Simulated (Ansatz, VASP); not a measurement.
# One calculation of CdS, two programs

```
CELL_PARAMETERS angstrom
0.00000 2.93921 3.03650
2.93921 0.00000 3.03650
2.93921 2.93921 0.00000
ATOMIC_POSITIONS crystal
Cd 0.00000 0.00000 0.00000
S 0.25000 0.25000 0.25000
```

Change from the starting cell: uniaxial_z strain +3.3%.

Alike in both runs: task single point; functional r2SCAN; k mesh 8 × 8 × 8; no spin polarisation.

```csv
,VASP,Ansatz
version,VASP 6.6.1,Ansatz 0.2.0
potentials or method,"VASP PAW PBE potentials, release 64 (Cd, S)","plane waves, PAW"
plane-wave cutoff (eV),520,500
occupations,"gaussian, width 0.01 eV",fixed
valence electrons in the cell,18,26
```

Ansatz gave:

```
gap on the k mesh at the Fermi level (eV)                     : 1.43
pressure (GPa)                                                : -1.9
traceless stress, the component that is largest in VASP (GPa) : -0.48
```

Q: Estimate VASP's values.

A: gap on the k mesh at the Fermi level (eV): 1.43; pressure (GPa): -1.6; traceless stress, the component that is largest in VASP (GPa): -0.47.

VASP's potentials were made for PBE, not for r2SCAN. VASP's potentials hold 18 valence electrons a cell and Ansatz's 26, so a difference there can come from the potentials and not from the codes.
